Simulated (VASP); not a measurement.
# SiO2 (P4_2/mnm) in VASP: a series of runs

The runs below take SiO2 through single point, relaxation of cell and atoms, with PBEsol.

Everything below comes from runs of VASP 6.6.1. Logs are shortened: lines on timing, memory, paths and dates and some standing lists are left out, and cuts for length are marked.

### Step 1. The cell of the first run

Symmetry: P4_2/mnm, No. 136, tetragonal system. Conventional cell: a = 4.233 Å, b = 4.233 Å, c = 2.693 Å, α = 90.00°, β = 90.00°, γ = 90.00°. Si (site symmetry mmm) has 6 O at 1.78 to 1.84 Å within 2.4 Å. O (site symmetry m2m) has 3 Si at 1.78 to 1.84 Å and 1 O at 2.31 Å within 2.4 Å.

### Step 2. Single point, PBEsol

Contents of INCAR:

```
ALGO = Normal ; EDIFF = 1E-6
ENCUT = 600 ; GGA = PS
GGA_COMPAT = False ; ISIF = 2
ISMEAR = 0 ; LASPH = True
LCHARG = False ; LREAL = False
LWAVE = False ; NBANDS = 25
NELM = 120 ; PREC = Accurate
SIGMA = 0.1
```

Contents of KPOINTS:

```
k-points
0
Gamma
  4 4 6
```

Contents of POSCAR:

```
SiO2
1.0
    4.2331690000      0.0000000000      0.0000000000
    0.0000000000      4.2331690000      0.0000000000
    0.0000000000      0.0000000000      2.6934950000
Si O
2 4
Direct
    0.5000000000      0.5000000000      0.5000000000
    0.0000000000      0.0000000000      0.0000000000
    0.6931610000      0.6931610000      0.0000000000
    0.1931610000      0.8068390000      0.5000000000
    0.3068390000      0.3068390000      0.0000000000
    0.8068390000      0.1931610000      0.5000000000
```

Potentials or basis: VASP PAW PBE potentials, release 64 (Si, O).

The run is started by

```bash
> cat potpaw_PBE.64/Si/POTCAR potpaw_PBE.64/O/POTCAR > POTCAR
> mpirun -np 1 vasp_std > vasp.out
```

OUTCAR:

```text
EDIFF = 1E-6
   ENCUT = 600
   GGA = PS
   ISIF = 2
   ISMEAR = 0
   LASPH = True
   LREAL = False
   NELM = 120
   PREC = Accurate

 ion  position               nearest neighbor table
   1  0.500  0.500  0.500-   3 1.78   5 1.78   3 1.78   5 1.78   4 1.84   6 1.84
   2  0.000  0.000  0.000-   4 1.78   6 1.78   4 1.78   6 1.78   5 1.84   3 1.84
   3  0.693  0.693  0.000-   1 1.78   1 1.78   2 1.84
   4  0.193  0.807  0.500-   2 1.78   2 1.78   1 1.84
   5  0.307  0.307  0.000-   1 1.78   1 1.78   2 1.84
   6  0.807  0.193  0.500-   2 1.78   2 1.78   1 1.84

  LATTYP: Found a simple tetragonal cell.
 ALAT       =     4.2331690000
 C/A-ratio  =     0.6362833612

  Lattice vectors:

 A1 = (   4.2331690000,   0.0000000000,   0.0000000000)
 A2 = (   0.0000000000,   4.2331690000,   0.0000000000)
 A3 = (   0.0000000000,   0.0000000000,   2.6934950000)

Analysis of symmetry for initial positions (statically):
=====================================================================
 Subroutine PRICEL returns:
 Original cell was already a primitive cell.

 Routine SETGRP: Setting up the symmetry group for a
 simple tetragonal supercell.

 Subroutine GETGRP returns: Found 16 space group operations
 (whereof  8 operations were pure point group operations)
 out of a pool of 16 trial point group operations.

The static configuration has the point symmetry D_2h.
 The point group associated with its full space group is D_4h.

Analysis of symmetry for dynamics (positions and initial velocities):
=====================================================================
 Subroutine PRICEL returns:
 Original cell was already a primitive cell.

 Routine SETGRP: Setting up the symmetry group for a
 simple tetragonal supercell.

 Subroutine GETGRP returns: Found 16 space group operations
 (whereof  8 operations were pure point group operations)
 out of a pool of 16 trial point group operations.

The dynamic configuration has the point symmetry D_2h.
 The point group associated with its full space group is D_4h.

 Subroutine INISYM returns: Found 16 space group operations
 (whereof  8 operations are pure point group operations),
 and found     1 'primitive' translations

----------------------------------------------------------------------------------------

                                     Primitive cell

  volume of cell :      48.2667

  direct lattice vectors                    reciprocal lattice vectors
     4.233169000  0.000000000  0.000000000     0.236229643  0.000000000  0.000000000
     0.000000000  4.233169000  0.000000000     0.000000000  0.236229643  0.000000000
     0.000000000  0.000000000  2.693495000     0.000000000  0.000000000  0.371264844

  length of vectors
     4.233169000  4.233169000  2.693495000     0.236229643  0.236229643  0.371264844

  position of ions in fractional coordinates (direct lattice)
     0.500000000  0.500000000  0.500000000
     0.000000000  0.000000000  0.000000000
     0.693161000  0.693161000  0.000000000
     0.193161000  0.806839000  0.500000000
     0.306839000  0.306839000  0.000000000
     0.806839000  0.193161000  0.500000000

  ion indices of the primitive-cell ions
   primitive index   ion index
                 1           1
                 2           2
                 3           3
                 4           4
                 5           5
                 6           6

----------------------------------------------------------------------------------------

 KPOINTS: k-points

Automatic generation of k-mesh.
 Grid dimensions read from file:
 generate k-points for:    4    4    6

 Generating k-lattice:

  Cartesian coordinates                     Fractional coordinates (reciprocal lattice)
     0.059057411  0.000000000  0.000000000     0.250000000  0.000000000  0.000000000
     0.000000000  0.059057411  0.000000000     0.000000000  0.250000000  0.000000000
     0.000000000  0.000000000  0.061877474     0.000000000  0.000000000  0.166666667

  Length of vectors
     0.059057411  0.059057411  0.061877474

  Shift w.r.t. Gamma in fractional coordinates (k-lattice)
     0.000000000  0.000000000  0.000000000

 Subroutine IBZKPT returns following result:
 ===========================================

 Found     24 irreducible k-points:

 Following reciprocal coordinates:
            Coordinates               Weight
  0.000000  0.000000  0.000000      1.000000
  0.250000  0.000000  0.000000      4.000000
  0.500000  0.000000  0.000000      2.000000
  0.250000  0.250000  0.000000      4.000000
  0.500000  0.250000  0.000000      4.000000
  0.500000  0.500000  0.000000      1.000000
[... 16 lines left out ...]
  0.500000  0.250000  0.500000      4.000000
  0.500000  0.500000  0.500000      1.000000
   k-points           NKPTS =     24   k-points in BZ     NKDIM =     24   number of bands    NBANDS=     25
   number of dos      NEDOS =    301   number of ions     NIONS =      6
   total plane-waves  NPLWV =  31104
   dimension x,y,z NGX =    36 NGY =   36 NGZ =   24
   dimension x,y,z NGXF=    72 NGYF=   72 NGZF=   48
   ions per type =               2   4
   NGX,Y,Z   is equivalent  to a cutoff of  14.14, 14.14, 14.81 a.u.
   NGXF,Y,Z  is equivalent  to a cutoff of  28.28, 28.28, 29.63 a.u.
 SYSTEM =  unknown system
   PREC   = accura    normal or accurate (medium, high low for compatibility)
   ISTART =      0    job   : 0-new  1-cont  2-samecut
   ICHARG =      2    charge: 1-file 2-atom 10-const
   ISPIN  =      1    spin polarized calculation?
   LNONCOLLINEAR =      F non collinear calculations
   LSORBIT =      F    spin-orbit coupling
   LASPH  =      T    aspherical Exc in radial PAW
   ENCUT  =  600.0 eV  44.10 Ry    6.64 a.u.   8.45  8.45  5.38*2*pi/ulx,y,z
   NELM   =    120;   NELMIN=  2; NELMDL= -5     # of ELM steps
   EDIFF  = 0.1E-05   stopping-criterion for ELM
   LREAL  =      F    real-space projection
   EDIFFG = 0.1E-04   stopping-criterion for IOM
   NSW    =      0    number of steps for IOM
   IBRION =     -1    ionic relax: 0-MD 1-quasi-New 2-CG
   NFREE  =      0    steps in history (QN), initial steepest desc. (CG)
   ISIF   =      2    stress and relaxation
   ISYM   =      2    0-nonsym 1-usesym 2-fastsym
   POTIM  = 0.5000    time-step for ionic-motion
   TEBEG  =    0.0;   TEEND  =   0.0 temperature during run
   PSTRESS=    0.0 pullay stress
   NELECT =      32.0000    total number of electrons
   NUPDOWN=      -1.0000    fix difference up-down
   EMIN   =  10.00;   EMAX   =-10.00  energy-range for DOS
   EFERMI =   0.00;   METHOD = LEGACY
   ISMEAR =     0;   SIGMA  =   0.10  broadening in eV -4-tet -1-fermi 0-gaus
   EFERMI_NEDOS =   21; number of points for ismear=-14 and -15
   IALGO  =     38    algorithm
   IMIX   =      4    mixing-type and parameters
     AMIX     =   0.40;   BMIX     =  1.00
     AMIX_MAG =   1.60;   BMIX_MAG =  1.00
  volume/ion in A,a.u.               =       8.04        54.29
  Fermi-wavevector in a.u.,A,eV,Ry     =   1.427499  2.697581 27.725303  2.037752
  Thomas-Fermi vector in A             =   2.547662
   LORBIT       =      0    0 simple, 1 ext, 2 COOP (PROOUT), +10 PAW based schemes
   GGA     = PS    functional components
   LHFCALC =     F    Hartree Fock is set to
   AEXX    =    0.0000 exact exchange contribution
   IVDW    =     0    specifies the selected vdW correction
   LEPSILON=     F    determine dielectric tensor
   LRPA    =     F    only Hartree local field effects (RPA)
 non-spin polarized calculation
 Gauss-broadening in eV      SIGMA  =   0.10
  energy-cutoff  :      600.00
  volume of cell :       48.27
 maximum number of plane-waves:      1634
 NGX is ok and might be reduce to    36
   NGX = 17   NGY = 17   NGZ = 11

 number of electron      32.0000007 magnetization

 Free energy of the ion-electron system (eV)
  ---------------------------------------------------
  ext. energy  EPLUGINS =         0.00000000
  ---------------------------------------------------
  free energy    TOTEN  =       -48.97934382 eV

  energy without entropy =      -48.97934382  energy(sigma->0) =      -48.97934382

 E-fermi :   8.1483     XC(G=0): -12.3401

 val. band max:        7.6637129539   @ k =   0.0000   0.0000   0.0000
 cond. band min:      12.6518465893   @ k =   0.0000   0.0000   0.0000
 fundamental gap:      4.9881336353
 Fermi energy:         8.1483211470

 k-point     1 :       0.0000    0.0000    0.0000
  band No.  band energies     occupation
      1     -14.5389      2.00000
      2     -11.0224      2.00000
      3     -11.0224      2.00000
      4     -10.8532      2.00000
      5      -3.0057      2.00000
      6       1.3692      2.00000
[... 17 lines left out ...]
     24      21.2790      0.00000
     25      22.8711      0.00000

 k-point     2 :       0.2500    0.0000    0.0000
  band No.  band energies     occupation
      1     -14.2260      2.00000
      2     -12.1050      2.00000
      3     -10.8711      2.00000
      4     -10.3988      2.00000
      5      -2.5849      2.00000
      6       0.0724      2.00000
[... 17 lines left out ...]
     24      20.6400      0.00000
     25      22.4894      0.00000

 k-point     3 :       0.5000    0.0000    0.0000
  band No.  band energies     occupation
      1     -13.3454      2.00000
      2     -13.3454      2.00000
      3     -10.5368      2.00000
      4     -10.5368      2.00000
      5      -1.4860      2.00000
      6      -1.4860      2.00000
[... 17 lines left out ...]
     24      20.8199      0.00000
     25      22.0938      0.00000

 k-point     4 :       0.2500    0.2500    0.0000
  band No.  band energies     occupation
      1     -13.9340      2.00000
      2     -12.2770      2.00000
      3     -11.1963      2.00000
      4     -10.4560      2.00000
      5      -2.0663      2.00000
      6       0.1716      2.00000
[... 17 lines left out ...]
     24      20.3013      0.00000
     25      22.4031      0.00000

 k-point     5 :       0.5000    0.2500    0.0000
  band No.  band energies     occupation
      1     -13.1430      2.00000
      2     -13.1430      2.00000
      3     -10.9145      2.00000
      4     -10.9145      2.00000
      5      -0.8911      2.00000
      6      -0.8911      2.00000
[... 17 lines left out ...]
     24      21.2711      0.00000
     25      21.4681      0.00000

 k-point     6 :       0.5000    0.5000    0.0000
  band No.  band energies     occupation
      1     -12.8598      2.00000
      2     -12.8598      2.00000
      3     -11.3603      2.00000
      4     -11.3603      2.00000
      5      -0.0864      2.00000
      6      -0.0864      2.00000
[... 17 lines left out ...]
     24      20.8737      0.00000
     25      21.8464      0.00000
[... 393 lines left out ...]
 k-point    21 :       0.5000    0.0000    0.5000
  band No.  band energies     occupation
      1     -11.6898      2.00000
      2     -11.6898      2.00000
      3     -10.5013      2.00000
      4     -10.5013      2.00000
      5      -1.6220      2.00000
      6      -1.6220      2.00000
[... 17 lines left out ...]
     24      21.6887      0.00000
     25      21.8264      0.00000

 k-point    22 :       0.2500    0.2500    0.5000
  band No.  band energies     occupation
      1     -11.7810      2.00000
      2     -11.7058      2.00000
      3     -10.4787      2.00000
      4     -10.3409      2.00000
      5      -2.5332      2.00000
      6      -1.5473      2.00000
[... 17 lines left out ...]
     24      21.6349      0.00000
     25      21.9112      0.00000

 k-point    23 :       0.5000    0.2500    0.5000
  band No.  band energies     occupation
      1     -11.6549      2.00000
      2     -11.6549      2.00000
      3     -10.4740      2.00000
      4     -10.4740      2.00000
      5      -2.4411      2.00000
      6      -2.4411      2.00000
[... 17 lines left out ...]
     24      20.9170      0.00000
     25      22.5528      0.00000

 k-point    24 :       0.5000    0.5000    0.5000
  band No.  band energies     occupation
      1     -11.6193      2.00000
      2     -11.6193      2.00000
      3     -10.4464      2.00000
      4     -10.4464      2.00000
      5      -2.9246      2.00000
      6      -2.9246      2.00000
[... 17 lines left out ...]
     24      21.3697      0.00000
     25      22.7427      0.00000

------------------------ aborting loop because EDIFF is reached ----------------------------------------

  FORCE on cell =-STRESS in cart. coord.  units (eV):
  Direction    XX          YY          ZZ          XY          YZ          ZX
  --------------------------------------------------------------------------------------
  -------------------------------------------------------------------------------------
  Total       -1.9369520     -1.9369520     -1.8840057     -0.0000000      0.0000000      0.0000000
  in kB      -64.2957193    -64.2957193    -62.5382032     -0.0000000      0.0000000      0.0000000
  external PRESSURE =     -63.7098806 kB  Pullay stress =       0.0000000 kB

 VOLUME and BASIS-vectors are now :
 -----------------------------------------------------------------------------
  energy-cutoff  :      600.00
  volume of cell :       48.27
      direct lattice vectors                 reciprocal lattice vectors
     4.233169000  0.000000000  0.000000000     0.236229643  0.000000000  0.000000000
     0.000000000  4.233169000  0.000000000     0.000000000  0.236229643  0.000000000
     0.000000000  0.000000000  2.693495000     0.000000000  0.000000000  0.371264844

 POSITION                                       TOTAL-FORCE (eV/Angst)
 -----------------------------------------------------------------------------------
      2.11658      2.11658      1.34675        -0.000000      0.000000      0.000000
      0.00000      0.00000      0.00000        -0.000000      0.000000      0.000000
      2.93427      2.93427      0.00000        -0.002883     -0.002883      0.000000
      0.81768      3.41549      1.34675        -0.002883      0.002883     -0.000000
      1.29890      1.29890      0.00000         0.002883      0.002883     -0.000000
      3.41549      0.81768      1.34675         0.002883     -0.002883      0.000000
 -----------------------------------------------------------------------------------
    total drift:                               -0.000000      0.000000     -0.000000

  FREE ENERGIE OF THE ION-ELECTRON SYSTEM (eV)
  ---------------------------------------------------
  free  energy   TOTEN  =       -48.9793438171 eV

  energy  without entropy=      -48.9793438171  energy(sigma->0) =      -48.97934382
```

Run time: 11 s. Hardware: 1 thread of Intel Xeon Platinum 8481C at 2.70GHz (Sapphire Rapids), shared host; peak memory 0.18 GiB.

What came out:

* Free energy: -48.9793 eV
* Pressure: -6.4 GPa
* Largest force: 0.004 eV/Å
* Band gap on the k mesh: 4.99 eV, direct

Forces in eV/Å, atoms in the order of the input:
```
Si   0.000  0.000  0.000
Si   0.000  0.000  0.000
O   -0.003 -0.003  0.000
O   -0.003  0.003  0.000
O    0.003  0.003  0.000
O    0.003 -0.003  0.000
```

Stress tensor (GPa, compression positive):
```
-6.43  0.00  0.00
 0.00 -6.43  0.00
 0.00  0.00 -6.25
```

Caveat: the PAW data sets were made with another functional, which shifts forces and pressure a little.

### Step 3. Single point, PBEsol

This run uses another cell than the first one, of 7.85 Å³/atom, 0.976 times its volume.

Contents of INCAR:

```
SYSTEM = SiO2
PREC = Accurate ; ENCUT = 600
EDIFF = 1E-6 ; ISMEAR = 0
SIGMA = 0.02 ; LREAL = .False.
LASPH = .True. ; NELM = 120
ALGO = Normal ; ISIF = 2
LWAVE = .False. ; LCHARG = .True.
GGA = PS ; LELF = .True.
LVHAR = .True. ; NBANDS = 25
GGA_COMPAT = .False.
```

Contents of KPOINTS:

```
Automatic mesh
0
Gamma
  6 6 8
  0 0 0
```

Contents of POSCAR:

```
SiO2
1.0
    4.1945023701      0.0000000000      0.0000000000
    0.0000000000      4.1945023701      0.0000000000
    0.0000000000      0.0000000000      2.6782433353
Si O
2 4
Direct
    0.5000000000      0.5000000000      0.5000000000
    0.0000000000      0.0000000000      0.0000000000
    0.6939453723      0.6939453723      0.0000000000
    0.1939453723      0.8060546277      0.5000000000
    0.3060546277      0.3060546277      0.0000000000
    0.8060546277      0.1939453723      0.5000000000
```

Potentials or basis: VASP PAW PBE potentials, release 64 (Si, O).

The run is started by

```bash
> cat potpaw_PBE.64/Si/POTCAR potpaw_PBE.64/O/POTCAR > POTCAR
> mpirun -np 1 vasp_std > vasp.out
```

Wall time 20 s (1 thread of Intel Xeon Platinum 8481C at 2.70GHz (Sapphire Rapids), shared host); peak memory 0.2 GiB.

Results (log left out):

```yaml
Free_energy: -48.9982 eV
Pressure: 0.4 GPa
Largest_force: 0.034 eV/Å
Band_gap_on_the_k_mesh: 5.36 eV, direct
```

Forces on the atoms (eV/Å):
```
Si   0.000  0.000  0.000
Si   0.000  0.000  0.000
O    0.024  0.024  0.000
O    0.024 -0.024  0.000
O   -0.024 -0.024  0.000
O   -0.024  0.024  0.000
```

Stress tensor (GPa, compression positive):
```
0.06 0.00 0.00
0.00 0.06 0.00
0.00 0.00 0.97
```

Levels at points of the mesh, in eV from the valence-band top:
```tsv
k point	band 14	band 15	band 16	band 17	band 18	band 19
(0.00, 0.00, 0.00)	-0.88	-0.88	0.00	5.36	6.48	8.25
(0.50, 0.00, 0.00)	-2.69	-1.07	-1.07	7.51	7.51	8.83
(0.50, 0.50, 0.00)	-2.68	-2.27	-2.27	7.20	7.20	9.81
(0.00, 0.00, 0.50)	-3.08	-2.68	-2.68	8.87	8.87	12.34
(0.50, 0.00, 0.50)	-2.28	-1.76	-1.76	8.57	8.57	9.61
(0.50, 0.50, 0.50)	-1.77	-1.55	-1.55	6.96	6.96	10.74
```

Caveat: the PAW data sets were made with another functional, which shifts forces and pressure a little. A k mesh can miss the band edges.

(Continued in part 2 of 2.)
